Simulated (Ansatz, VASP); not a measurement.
Au: VASP beside Ansatz

POSCAR

```
Au
1.0
    2.0621898478      2.0621898478      0.0000000000
   -2.0621898478      2.0621898478      0.0000000000
    0.0000000000      0.0000000000      4.0006483047
Au
2
Direct
    0.0000000000      0.0000000000      0.0000000000
    0.5000000000      0.5000000000      0.5000000000
```

Contents of INCAR.step1:

```
  ALGO = Normal
  EDIFF = 1E-4
  ENCUT = 520
  GGA = PE
  ISMEAR = 0
  LASPH = T
  LCHARG = F
  LREAL = F
  LWAVE = T
  NBANDS = 18
  NELM = 60
  PREC = Accurate
  SIGMA = 0.1
```

INCAR.step2

```
  ALGO = Normal
  EDIFF = 1E-6
  ENCUT = 520
  ISIF = 2
  ISMEAR = 0
  ISTART = 1
  LASPH = T
  LCHARG = T
  LELF = T
  LMIXTAU = T
  LREAL = F
  LVHAR = T
  LWAVE = F
  METAGGA = R2SCAN
  NBANDS = 18
  NELM = 60
  PREC = Accurate
  SIGMA = 0.1
```

The input KPOINTS:

```
k-points
0
Gamma
  18 18 12
```

Input for Ansatz:

```yaml
crystal:
  lattice:
    - [2.0621898478, 2.0621898478, 0.0]
    - [-2.0621898478, 2.0621898478, 0.0]
    - [0.0, 0.0, 4.0006483047]
  atoms:
    - { symbol: Au, position: [0.0, 0.0, 0.0] }
    - { symbol: Au, position: [0.5, 0.5, 0.5] }
basis:
  ecutwfc: 500
kpoints:
  mp_grid: { grid: [18, 18, 12] }
hamiltonian:
  xc: r2scan
scf:
  occupations: { method: gaussian, width: 0.1 }
output:
  forces: true
  stress: true
  eigenvalues: true
```

Change from the starting cell: strain along c alone, the other axes held, atoms relaxed: -3.0 %.

Alike in both runs: task single point; functional r2SCAN; k mesh 18 × 18 × 12; occupations gaussian, width 0.1 eV; no spin polarisation.

|  | VASP | Ansatz |
| --- | --- | --- |
| version | VASP 6.6.1 | Ansatz 0.2.0 |
| potentials or method | VASP PAW PBE potentials, release 64 (Au), cutoff 520 eV | scalar-relativistic, plane waves, PAW |
| valence electrons in the cell | 22 | 38 |

```tsv
	VASP	Ansatz	Ansatz less VASP
gap on the k mesh at the Fermi level (eV)	none	none	-
pressure (GPa)	5.5	5.2	-0.34
traceless stress, the component that is largest in VASP (GPa)	0.26	0.24	-0.018
```

VASP's potentials were made for PBE, not for r2SCAN. A gap of «none» marks a metal or a gap that the smearing closes. VASP's potentials hold 22 valence electrons a cell and Ansatz's 38, so a difference there can come from the potentials and not from the codes.

Neither program's run includes spin-orbit coupling.
